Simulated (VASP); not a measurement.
Wanted: the native input for a VASP 6.6.1 run.

| Property | Result |
| --- | --- |
| Task | single point |
| Functional | PBEsol |
| Potentials or basis | VASP PAW PBE potentials, release 64 (Na_pv, Ge_d, I) |
| Cutoff | 520 eV |
| k mesh | 6 × 6 × 4 |
| Occupations | fermi-dirac, width 0.03 eV |
| Spin | no spin polarisation |
| Dipole correction | no |
| Further INCAR settings | ALGO = Normal; EDIFF = 1e-06; NBANDS = 37 |

The structure of Na2GeI4 lies in POSCAR:

```
Na2GeI4
1.0
    7.7201716727     -2.1895940251     -0.2263933709
    7.7201716727      2.1895940251     -0.2263933709
   -3.4764976987      0.0000000000      7.2997075870
Na Ge I
2 1 4
Direct
    0.2801195384      0.2801195384      0.3092656108
    0.7198804616      0.7198804616      0.6907343892
    0.0000000000      0.0000000000      0.0000000000
    0.1051357987      0.1051357987      0.4082977707
    0.8948642013      0.8948642013      0.5917022293
    0.3674941453      0.3674941453      0.0108691407
    0.6325058547      0.6325058547      0.9891308593
```

These files were run (other wordings do the same):

INCAR

```
SYSTEM = Na2GeI4
ALGO = Normal ; EDIFF = 1E-6
ENCUT = 520 ; GGA = PS
ISIF = 2 ; ISMEAR = -1
LASPH = .True. ; LCHARG = .False.
LREAL = .False. ; LWAVE = .False.
NBANDS = 37 ; NELM = 80
PREC = Accurate ; SIGMA = 0.03
```

KPOINTS

```
k-points
0
Gamma
  6 6 4
  0 0 0
```

Potentials or basis: VASP PAW PBE potentials, release 64 (Na_pv, Ge_d, I).

The run is started by

```console
$ cat potpaw_PBE.64/Na_pv/POTCAR potpaw_PBE.64/Ge_d/POTCAR potpaw_PBE.64/I/POTCAR > POTCAR
$ mpirun -np 1 vasp_std > vasp.out
```

It gave:

```
Pressure               : 0.0 GPa
Largest force          : 0.004 eV/Å
Band gap on the k mesh : 2.11 eV (least direct gap 2.13 eV)
```

Caveat: the PAW data sets were made with another functional, which shifts forces and pressure a little; spin-orbit coupling is left out, which moves the levels of the heavy elements.

Run time: 27 min on 1 thread of Intel Xeon 8259CL, on a shared host, peak memory 0.74 GiB.
